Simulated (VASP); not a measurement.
# RbYSi2 (P4/mmm) in VASP: notebook

The runs below take RbYSi2 through single point, relaxation of cell and atoms, with PBE.

Everything below comes from runs of VASP 6.6.1. Logs are shortened: lines on timing, memory, paths and dates and some standing lists are left out, and cuts for length are marked.

## Step 1: The cell of the first run

The structure is tetragonal, space group P4/mmm (No. 123). Conventional cell: a = 3.887 Å, b = 3.887 Å, c = 7.594 Å, α = 90.00°, β = 90.00°, γ = 90.00°. Rb (site symmetry 4/mmm) has 2 Y at 3.80 Å and 8 Si at 3.80 Å and 4 Rb at 3.89 Å within 5.0 Å. Y (site symmetry 4/mmm) has 8 Si at 2.99 Å and 2 Rb at 3.80 Å and 4 Y at 3.89 Å within 3.9 Å. Within 3.1 Å of Si (site symmetry 4mm) lie 1 Si at 2.33 Å and 4 Y at 2.99 Å.

## Step 2: Single point, PBE

Contents of INCAR:

```
SYSTEM = RbYSi2
PREC = Accurate
ENCUT = 520
EDIFF = 1E-6
ISMEAR = 0
SIGMA = 0.1
LREAL = .False.
LASPH = .True.
NELM = 100
ALGO = Normal
ISIF = 2
LWAVE = .False.
LCHARG = .False.
GGA = PE
NBANDS = 22
```

Contents of KPOINTS:

```
Automatic mesh
0
Gamma
  12 12 6
  0 0 0
```

Contents of POSCAR:

```
RbYSi2
1.0
    3.8874044121      0.0000000000      0.0000000000
    0.0000000000      3.8874044121      0.0000000000
    0.0000000000      0.0000000000      7.5941541281
Rb Y Si
1 1 2
Direct
    0.0000000000      0.0000000000      0.5000000000
    0.0000000000      0.0000000000      0.0000000000
    0.5000000000      0.5000000000      0.8464389629
    0.5000000000      0.5000000000      0.1535610371
```

Potentials or basis: VASP PAW PBE potentials, release 64 (Rb_sv, Y_sv, Si).

Command:

```bash
cat potpaw_PBE.64/Rb_sv/POTCAR potpaw_PBE.64/Y_sv/POTCAR potpaw_PBE.64/Si/POTCAR > POTCAR
mpirun -np 1 vasp_std > vasp.out
```

OUTCAR:

```text
SYSTEM = RbYSi2
   PREC = Accurate
   ENCUT = 520
   EDIFF = 1E-6
   ISMEAR = 0
   LREAL = .False.
   LASPH = .True.
   NELM = 100
   ISIF = 2
   GGA = PE

 ion  position               nearest neighbor table
   1  0.000  0.000  0.500-   2 3.80   2 3.80   4 3.80   3 3.80   3 3.80   4 3.80   3 3.80   4 3.80
                             3 3.80   4 3.80
   2  0.000  0.000  0.000-   3 2.99   4 2.99   3 2.99   4 2.99   3 2.99   4 2.99   3 2.99   4 2.99
                             1 3.80   1 3.80
   3  0.500  0.500  0.846-   4 2.33   2 2.99   2 2.99   2 2.99   2 2.99   1 3.80   1 3.80   1 3.80
                             1 3.80
   4  0.500  0.500  0.154-   3 2.33   2 2.99   2 2.99   2 2.99   2 2.99   1 3.80   1 3.80   1 3.80
                             1 3.80

  LATTYP: Found a simple tetragonal cell.
 ALAT       =     3.8874044121
 C/A-ratio  =     1.9535281960

  Lattice vectors:

 A1 = (   3.8874044121,   0.0000000000,   0.0000000000)
 A2 = (   0.0000000000,   3.8874044121,   0.0000000000)
 A3 = (   0.0000000000,   0.0000000000,   7.5941541281)

Analysis of symmetry for initial positions (statically):
=====================================================================
 Subroutine PRICEL returns:
 Original cell was already a primitive cell.

 Routine SETGRP: Setting up the symmetry group for a
 simple tetragonal supercell.

 Subroutine GETGRP returns: Found 16 space group operations
 (whereof 16 operations were pure point group operations)
 out of a pool of 16 trial point group operations.

The static configuration has the point symmetry D_4h.

Analysis of symmetry for dynamics (positions and initial velocities):
=====================================================================
 Subroutine PRICEL returns:
 Original cell was already a primitive cell.

 Routine SETGRP: Setting up the symmetry group for a
 simple tetragonal supercell.

 Subroutine GETGRP returns: Found 16 space group operations
 (whereof 16 operations were pure point group operations)
 out of a pool of 16 trial point group operations.

The dynamic configuration has the point symmetry D_4h.

 Subroutine INISYM returns: Found 16 space group operations
 (whereof 16 operations are pure point group operations),
 and found     1 'primitive' translations

----------------------------------------------------------------------------------------

                                     Primitive cell

  volume of cell :     114.7622

  direct lattice vectors                    reciprocal lattice vectors
     3.887404412  0.000000000  0.000000000     0.257241052  0.000000000  0.000000000
     0.000000000  3.887404412  0.000000000     0.000000000  0.257241052  0.000000000
     0.000000000  0.000000000  7.594154128     0.000000000  0.000000000  0.131680235

  length of vectors
     3.887404412  3.887404412  7.594154128     0.257241052  0.257241052  0.131680235

  position of ions in fractional coordinates (direct lattice)
     0.000000000  0.000000000  0.500000000
     0.000000000  0.000000000  0.000000000
     0.500000000  0.500000000  0.846438963
     0.500000000  0.500000000  0.153561037

  ion indices of the primitive-cell ions
   primitive index   ion index
                 1           1
                 2           2
                 3           3
                 4           4

----------------------------------------------------------------------------------------

 KPOINTS: Automatic mesh

Automatic generation of k-mesh.
 Grid dimensions read from file:
 generate k-points for:   12   12    6

 Generating k-lattice:

  Cartesian coordinates                     Fractional coordinates (reciprocal lattice)
     0.021436754  0.000000000  0.000000000     0.083333333  0.000000000  0.000000000
     0.000000000  0.021436754  0.000000000     0.000000000  0.083333333  0.000000000
     0.000000000  0.000000000  0.021946706     0.000000000  0.000000000  0.166666667

  Length of vectors
     0.021436754  0.021436754  0.021946706

  Shift w.r.t. Gamma in fractional coordinates (k-lattice)
     0.000000000  0.000000000  0.000000000

 Subroutine IBZKPT returns following result:
 ===========================================

 Found    112 irreducible k-points:

 Following reciprocal coordinates:
            Coordinates               Weight
  0.000000  0.000000  0.000000      1.000000
  0.083333  0.000000  0.000000      4.000000
  0.166667  0.000000  0.000000      4.000000
  0.250000  0.000000  0.000000      4.000000
  0.333333  0.000000  0.000000      4.000000
  0.416667  0.000000  0.000000      4.000000
[... 16 lines left out ...]
  0.333333  0.333333  0.000000      4.000000
  0.416667  0.333333  0.000000      8.000000
 [... further k-points ...]
   k-points           NKPTS =    112   k-points in BZ     NKDIM =    112   number of bands    NBANDS=     22
   number of dos      NEDOS =    301   number of ions     NIONS =      4
   total plane-waves  NPLWV =  50400
   dimension x,y,z NGX =    30 NGY =   30 NGZ =   56
   dimension x,y,z NGXF=    60 NGYF=   60 NGZF=  112
   ions per type =               1   1   2
   NGX,Y,Z   is equivalent  to a cutoff of  12.83, 12.83, 12.26 a.u.
   NGXF,Y,Z  is equivalent  to a cutoff of  25.66, 25.66, 24.52 a.u.
 SYSTEM =  RbYSi2
   PREC   = accura    normal or accurate (medium, high low for compatibility)
   ISTART =      0    job   : 0-new  1-cont  2-samecut
   ICHARG =      2    charge: 1-file 2-atom 10-const
   ISPIN  =      1    spin polarized calculation?
   LNONCOLLINEAR =      F non collinear calculations
   LSORBIT =      F    spin-orbit coupling
   LASPH  =      T    aspherical Exc in radial PAW
   ENCUT  =  520.0 eV  38.22 Ry    6.18 a.u.   7.23  7.23 14.12*2*pi/ulx,y,z
   NELM   =    100;   NELMIN=  2; NELMDL= -5     # of ELM steps
   EDIFF  = 0.1E-05   stopping-criterion for ELM
   LREAL  =      F    real-space projection
   EDIFFG = 0.1E-04   stopping-criterion for IOM
   NSW    =      0    number of steps for IOM
   IBRION =     -1    ionic relax: 0-MD 1-quasi-New 2-CG
   NFREE  =      0    steps in history (QN), initial steepest desc. (CG)
   ISIF   =      2    stress and relaxation
   ISYM   =      2    0-nonsym 1-usesym 2-fastsym
   POTIM  = 0.5000    time-step for ionic-motion
   TEBEG  =    0.0;   TEEND  =   0.0 temperature during run
   PSTRESS=    0.0 pullay stress
   NELECT =      28.0000    total number of electrons
   NUPDOWN=      -1.0000    fix difference up-down
   EMIN   =  10.00;   EMAX   =-10.00  energy-range for DOS
   EFERMI =   0.00;   METHOD = LEGACY
   ISMEAR =     0;   SIGMA  =   0.10  broadening in eV -4-tet -1-fermi 0-gaus
   EFERMI_NEDOS =   21; number of points for ismear=-14 and -15
   IALGO  =     38    algorithm
   IMIX   =      4    mixing-type and parameters
     AMIX     =   0.40;   BMIX     =  1.00
     AMIX_MAG =   1.60;   BMIX_MAG =  1.00
  volume/ion in A,a.u.               =      28.69       193.61
  Fermi-wavevector in a.u.,A,eV,Ry     =   1.022966  1.933126 14.237947  1.046460
  Thomas-Fermi vector in A             =   2.156674
   LORBIT       =      0    0 simple, 1 ext, 2 COOP (PROOUT), +10 PAW based schemes
   GGA     = PE    functional components
   LHFCALC =     F    Hartree Fock is set to
   AEXX    =    0.0000 exact exchange contribution
   IVDW    =     0    specifies the selected vdW correction
   LEPSILON=     F    determine dielectric tensor
   LRPA    =     F    only Hartree local field effects (RPA)
 non-spin polarized calculation
 Gauss-broadening in eV      SIGMA  =   0.10
  energy-cutoff  :      520.00
  volume of cell :      114.76
 maximum number of plane-waves:      3118
 NGX is ok and might be reduce to    30
   NGX = 15   NGY = 15   NGZ = 29

 number of electron      27.9999998 magnetization

 Free energy of the ion-electron system (eV)
  ---------------------------------------------------
  ext. energy  EPLUGINS =         0.00000000
  ---------------------------------------------------
  free energy    TOTEN  =       -19.28561827 eV

  energy without entropy =      -19.28116612  energy(sigma->0) =      -19.28339219

 E-fermi :   3.2615     XC(G=0):  -8.7704

 val. band max:        3.2570572985   @ k =   0.2500   0.0000   0.0000
 cond. band min:       3.2741379526   @ k =   0.5000   0.2500   0.3333
 fundamental gap:      0.0170806541
 Fermi energy:         3.2614782679

 k-point     1 :       0.0000    0.0000    0.0000
  band No.  band energies     occupation
      1     -39.0703      2.00000
      2     -24.6050      2.00000
      3     -19.2684      2.00000
      4     -18.9605      2.00000
      5     -18.9605      2.00000
      6      -8.7750      2.00000
[... 14 lines left out ...]
     21       7.4676      0.00000
     22       8.1071      0.00000

 k-point     2 :       0.0833    0.0000    0.0000
  band No.  band energies     occupation
      1     -39.0697      2.00000
      2     -24.6025      2.00000
      3     -19.2670      2.00000
      4     -18.9730      2.00000
      5     -18.9592      2.00000
      6      -8.7683      2.00000
[... 14 lines left out ...]
     21       7.4347      0.00000
     22       8.3382      0.00000

 k-point     3 :       0.1667    0.0000    0.0000
  band No.  band energies     occupation
      1     -39.0682      2.00000
      2     -24.5957      2.00000
      3     -19.2632      2.00000
      4     -19.0067      2.00000
      5     -18.9555      2.00000
      6      -8.7498      2.00000
[... 14 lines left out ...]
     21       7.6083      0.00000
     22       8.7754      0.00000

 k-point     4 :       0.2500    0.0000    0.0000
  band No.  band energies     occupation
      1     -39.0660      2.00000
      2     -24.5863      2.00000
      3     -19.2580      2.00000
      4     -19.0523      2.00000
      5     -18.9505      2.00000
      6      -8.7791      2.00000
[... 14 lines left out ...]
     21       8.0665      0.00000
     22       8.3108      0.00000

 k-point     5 :       0.3333    0.0000    0.0000
  band No.  band energies     occupation
      1     -39.0639      2.00000
      2     -24.5769      2.00000
      3     -19.2528      2.00000
      4     -19.0973      2.00000
      5     -18.9455      2.00000
      6      -8.9131      2.00000
[... 14 lines left out ...]
     21       8.1344      0.00000
     22       8.3438      0.00000

 k-point     6 :       0.4167    0.0000    0.0000
  band No.  band energies     occupation
      1     -39.0623      2.00000
      2     -24.5699      2.00000
      3     -19.2490      2.00000
      4     -19.1299      2.00000
      5     -18.9418      2.00000
      6      -9.0078      2.00000
[... 14 lines left out ...]
     21       7.9223      0.00000
     22       8.5490      0.00000

 k-point     7 :       0.5000    0.0000    0.0000
  band No.  band energies     occupation
      1     -39.0617      2.00000
      2     -24.5674      2.00000
      3     -19.2476      2.00000
      4     -19.1418      2.00000
      5     -18.9404      2.00000
      6      -9.0418      2.00000
[... 324 lines left out ...]
      6      -8.8684      2.00000
[... 14 lines left out ...]
     21       7.6666      0.00000
     22       7.8898      0.00000

 k-point    21 :       0.4167    0.2500    0.0000
  band No.  band energies     occupation
      1     -39.0582      2.00000
      2     -24.5519      2.00000
      3     -19.2401      2.00000
      4     -19.1108      2.00000
      5     -19.0240      2.00000
      6      -8.9583      2.00000
[... 14 lines left out ...]
     21       7.7219      0.00000
     22       8.1551      0.00000

 k-point    22 :       0.5000    0.2500    0.0000
  band No.  band energies     occupation
      1     -39.0576      2.00000
      2     -24.5494      2.00000
      3     -19.2388      2.00000
      4     -19.1219      2.00000
      5     -19.0220      2.00000
      6      -8.9908      2.00000
[... 14 lines left out ...]
     21       7.9850      0.00000
     22       8.4189      0.00000

 k-point    23 :       0.3333    0.3333    0.0000
  band No.  band energies     occupation
      1     -39.0576      2.00000
      2     -24.5495      2.00000
      3     -19.2390      2.00000
      4     -19.0752      2.00000
      5     -19.0669      2.00000
      6      -8.8558      2.00000
[... 14 lines left out ...]
     21       7.8712      0.00000
     22       8.0443      0.00000

 k-point    24 :       0.4167    0.3333    0.0000
  band No.  band energies     occupation
      1     -39.0561      2.00000
      2     -24.5428      2.00000
      3     -19.2357      2.00000
      4     -19.1012      2.00000
      5     -19.0644      2.00000
      6      -8.9331      2.00000
[... 14 lines left out ...]
     21       7.9983      0.00000
     22       8.0757      0.00000

 [... further k-points ...]
[... 5 lines left out ...]
  --------------------------------------------------------------------------------------
  -------------------------------------------------------------------------------------
  Total       -0.0088027     -0.0088027     -0.0001169      0.0000000      0.0000000      0.0000000
  in kB       -0.1228926     -0.1228926     -0.0016326      0.0000000      0.0000000      0.0000000
  external PRESSURE =      -0.0824726 kB  Pullay stress =       0.0000000 kB

 VOLUME and BASIS-vectors are now :
 -----------------------------------------------------------------------------
  energy-cutoff  :      520.00
  volume of cell :      114.76
      direct lattice vectors                 reciprocal lattice vectors
     3.887404412  0.000000000  0.000000000     0.257241052  0.000000000  0.000000000
     0.000000000  3.887404412  0.000000000     0.000000000  0.257241052  0.000000000
     0.000000000  0.000000000  7.594154128     0.000000000  0.000000000  0.131680235

 POSITION                                       TOTAL-FORCE (eV/Angst)
 -----------------------------------------------------------------------------------
      0.00000      0.00000      3.79708        -0.000000     -0.000000      0.000000
      0.00000      0.00000      0.00000        -0.000000     -0.000000      0.000000
      1.94370      1.94370      6.42799        -0.000000      0.000000      0.007238
      1.94370      1.94370      1.16617         0.000000      0.000000     -0.007238
 -----------------------------------------------------------------------------------
    total drift:                                0.000000      0.000000      0.000000

  FREE ENERGIE OF THE ION-ELECTRON SYSTEM (eV)
  ---------------------------------------------------
  free  energy   TOTEN  =       -19.2856182692 eV

  energy  without entropy=      -19.2811661180  energy(sigma->0) =      -19.28339219
```

Run time: 3.5 min. Hardware: 1 thread of Intel Xeon Platinum 8488C (Sapphire Rapids), shared host; peak memory 0.45 GiB.

What came out:

* Free energy: -19.2856 eV
* Pressure: 0.0 GPa
* Largest force: 0.007 eV/Å
* Band gap on the k mesh: zero (band 14 reaches 3.94 eV, above the bottom of band 15 at 1.96 eV)

Forces on the atoms (eV/Å):
```
Rb   0.000  0.000  0.000
Y    0.000  0.000  0.000
Si   0.000  0.000  0.007
Si   0.000  0.000 -0.007
```

Levels at points of the mesh, in eV from the Fermi level:
| k point | band 11 | band 12 | band 13 | band 14 | band 15 | band 16 | band 17 | band 18 |
| --- | --- | --- | --- | --- | --- | --- | --- | --- |
| (0.00, 0.00, 0.00) | -2.95 | -0.12 | 0.47 | 0.47 | 0.81 | 0.81 | 1.47 | 2.89 |
| (0.50, 0.00, 0.00) | -3.96 | -1.30 | -1.22 | -0.56 | 0.60 | 2.35 | 2.55 | 3.16 |
| (0.50, 0.50, 0.00) | -2.04 | -2.04 | -1.75 | -1.75 | -1.30 | 0.95 | 4.21 | 4.52 |
| (0.00, 0.00, 0.50) | -2.03 | -0.10 | 0.41 | 0.41 | 0.70 | 0.92 | 0.92 | 2.89 |
| (0.50, 0.00, 0.50) | -3.81 | -1.36 | -1.21 | -1.18 | 1.41 | 1.88 | 2.64 | 2.93 |
| (0.50, 0.50, 0.50) | -2.15 | -2.15 | -1.57 | -1.57 | -0.56 | 1.75 | 2.11 | 3.23 |

(Part 1 of 2 ends here.)
